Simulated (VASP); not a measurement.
Input of a VASP 6.6.1 run:

POSCAR

```
TiCu2HgS4
1.0
    0.0000000000      5.4716379700      0.0000000000
    5.4716379700      0.0000000000      0.0000000000
    2.7358189800      2.7358189800     -5.3247417000
Hg Ti Cu S
1 1 2 4
Direct
    0.0000000000      0.0000000000      0.0000000000
    0.5000000000      0.5000000000      0.0000000000
    0.2500000000      0.7500000000      0.5000000000
    0.7500000000      0.2500000000      0.5000000000
    0.6034200000      0.6034200000      0.2735600000
    0.3965800000      0.8769800000      0.7264400000
    0.1230200000      0.1230200000      0.2735600000
    0.8769800000      0.3965800000      0.7264400000
```

Contents of INCAR.step1:

```
SYSTEM = TiCu2HgS4
PREC = Accurate
ENCUT = 520
ISMEAR = -1
SIGMA = 0.1
LREAL = .False.
LASPH = .True.
NELM = 150
ISPIN = 2
MAGMOM = 0 0 0 0 0 0 0 0
LMAXMIX = 4
NBANDS = 49
GGA = PE
ALGO = Normal
EDIFF = 1E-4
LWAVE = .True.
LCHARG = .False.
```

The input INCAR.step2:

```
SYSTEM = TiCu2HgS4
PREC = Accurate
ENCUT = 520
EDIFF = 1E-6
ISMEAR = -1
SIGMA = 0.1
LREAL = .False.
LASPH = .True.
NELM = 150
ALGO = Normal
ISIF = 2
LWAVE = .False.
LCHARG = .False.
ISPIN = 2
MAGMOM = 0 0 0 0 0 0 0 0
LORBIT = 11
LMAXMIX = 4
METAGGA = R2SCAN
LMIXTAU = .True.
NBANDS = 49
ISTART = 1
```

File KPOINTS:

```
regular mesh
0
Gamma
  4 4 4
  0 0 0
```

Potentials or basis: VASP PAW PBE potentials, release 64 (Hg, Ti_sv, Cu, S).

Run with:

```sh
$ cat potpaw_PBE.64/Hg/POTCAR potpaw_PBE.64/Ti_sv/POTCAR potpaw_PBE.64/Cu/POTCAR potpaw_PBE.64/S/POTCAR > POTCAR
$ cp INCAR.step1 INCAR
$ mpirun -np 1 vasp_std > vasp.out
$ cp INCAR.step2 INCAR
$ mpirun -np 1 vasp_std > vasp.out
```

Q: Predict the pressure.

A: 0.5 GPa.

Q: Predict the band gap on the k mesh.

A: 0.59 eV, indirect (least direct gap 0.71 eV).

Forces in eV/Å, atoms in the order of the input:
```
Hg   0.000  0.000  0.000
Ti   0.000  0.000  0.000
Cu   0.000  0.000  0.000
Cu   0.000  0.000  0.000
S   -0.762 -0.762  0.259
S   -0.762  0.762 -0.259
S    0.762  0.762  0.259
S    0.762 -0.762 -0.259
```

Caveat: the PAW data sets were made with another functional, which shifts forces and pressure a little; spin-orbit coupling is left out, which moves the levels of the heavy elements. r2SCAN opens gaps a little over a GGA but as a rule still falls short of measured ones.
